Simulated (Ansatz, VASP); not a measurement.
# GaN in VASP and in Ansatz

The input INCAR:

```
ALGO = Normal
EDIFF = 1E-6
ENCUT = 520
GGA = PE
ISIF = 2
ISMEAR = 0
LASPH = T
LCHARG = F
LREAL = F
LWAVE = F
NBANDS = 26
NELM = 100
PREC = Accurate
SIGMA = 0.05
```

KPOINTS

```
k-points
0
Gamma
  12 12 6
```

Contents of POSCAR:

```
GaN
1.0
    3.2184289164      0.0201151807      0.0000000000
   -1.5917942007      2.7771836115      0.0000000000
    0.0000000000      0.0000000000      5.2430304702
Ga N
2 2
Direct
    0.3333333333      0.6666666667      0.9991316875
    0.6666666667      0.3333333333      0.4991316875
    0.3333333333      0.6666666667      0.3758683125
    0.6666666667      0.3333333333      0.8758683125
```

Input for Ansatz:

```yaml
crystal:
  lattice:
    - [3.2184289164, 0.0201151807, 0.0]
    - [-1.5917942007, 2.7771836115, 0.0]
    - [0.0, 0.0, 5.2430304702]
  atoms:
    - { symbol: Ga, position: [0.3333333333, 0.6666666667, 0.9991316875] }
    - { symbol: Ga, position: [0.6666666667, 0.3333333333, 0.4991316875] }
    - { symbol: "N", position: [0.3333333333, 0.6666666667, 0.3758683125] }
    - { symbol: "N", position: [0.6666666667, 0.3333333333, 0.8758683125] }
basis:
  ecutwfc: 420
kpoints:
  mp_grid: { grid: [12, 12, 6] }
hamiltonian:
  xc: pbe
scf:
  occupations: { method: gaussian, width: 0.05 }
output:
  forces: true
  stress: true
  eigenvalues: true
```

Change from the starting cell: strain +0.0125 x Voigt [0, 0, 0, 0, 0, 1], atoms carried along.

Alike in both runs: task single point; functional PBE; k mesh 12 × 12 × 6; occupations gaussian, width 0.05 eV; no spin polarisation.

|  | VASP | Ansatz |
| --- | --- | --- |
| version | VASP 6.6.1 | Ansatz 0.2.0 |
| potentials or method | VASP PAW PBE potentials, release 64 (Ga_d, N), cutoff 520 eV | scalar-relativistic, plane waves, PAW |
| valence electrons in the cell | 36 | 36 |

|  | VASP | Ansatz | Ansatz less VASP |
| --- | --- | --- | --- |
| gap on the k mesh at the Fermi level (eV) | 1.69 | 1.68 | -0.006 |
| least direct gap on the mesh (eV) | 1.69 | 1.68 | -0.006 |
| pressure (GPa) | 0.2 | 0.0 | -0.13 |
| traceless stress, the component that is largest in VASP (GPa) | -1.77 | -1.78 | -0.006 |
| rms of the force components (eV/Å) | 0.055 | 0.055 | +0.0009 |

Atom by atom the forces differ by 0.001 eV/Å (rms over components).
